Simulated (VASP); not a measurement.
Set up this calculation in VASP 6.6.1, as the native input.

```
Task                   : single point
Functional             : LDA
Potentials or basis    : VASP PAW LDA potentials, release 64 (Ga_d, N_h)
Cutoff                 : 910 eV
k mesh                 : 8 × 8 × 5
Occupations            : gaussian, width 0.02 eV
Spin                   : no spin polarisation
Dipole correction      : no
Second run             : hard_potentials
Further INCAR settings : ALGO = Normal; EDIFF = 1e-06; NBANDS = 26
```

The structure of GaN lies in POSCAR:

```
GaN
1.0
    3.1517974475      0.0000000000      0.0000000000
   -1.5758987237      2.7295366571      0.0000000000
    0.0000000000      0.0000000000      5.1383124126
Ga N
2 2
Direct
    0.3333333333      0.6666666667      0.0002946797
    0.6666666667      0.3333333333      0.5002946797
    0.3333333333      0.6666666667      0.3767053203
    0.6666666667      0.3333333333      0.8767053203
```

The input as run:

INCAR

```
SYSTEM = GaN
  PREC = Accurate
  ENCUT = 910
  EDIFF = 1E-6
  ISMEAR = 0
  SIGMA = 0.02
  LREAL = .FALSE.
  LASPH = .TRUE.
  NELM = 120
  ALGO = Normal
  ISIF = 2
  LWAVE = .FALSE.
  LCHARG = .FALSE.
  GGA = CA
  NBANDS = 26
  GGA_COMPAT = .FALSE.
```

KPOINTS

```
Automatic mesh
0
G
  8 8 5
  0 0 0
```

Potentials or basis: VASP PAW LDA potentials, release 64 (Ga_d, N_h).

Command:

```sh
$ cat potpaw_LDA.64/Ga_d/POTCAR potpaw_LDA.64/N_h/POTCAR > POTCAR
$ mpirun -np 1 vasp_std > vasp.out
```

Results of the run:

| Quantity | Value |
| --- | --- |
| Pressure | 1.1 GPa |
| Band gap on the k mesh | 2.15 eV, direct |

Caveat: the cutoff is under 1.25 times the usual one of these potentials, so pressure, stress and relaxed cells hold a basis-set (Pulay) error.

It took 32 s on 1 thread of Intel(R) Xeon(R) 6975P-C (Granite Rapids) (shared host), peak memory 0.22 GiB.
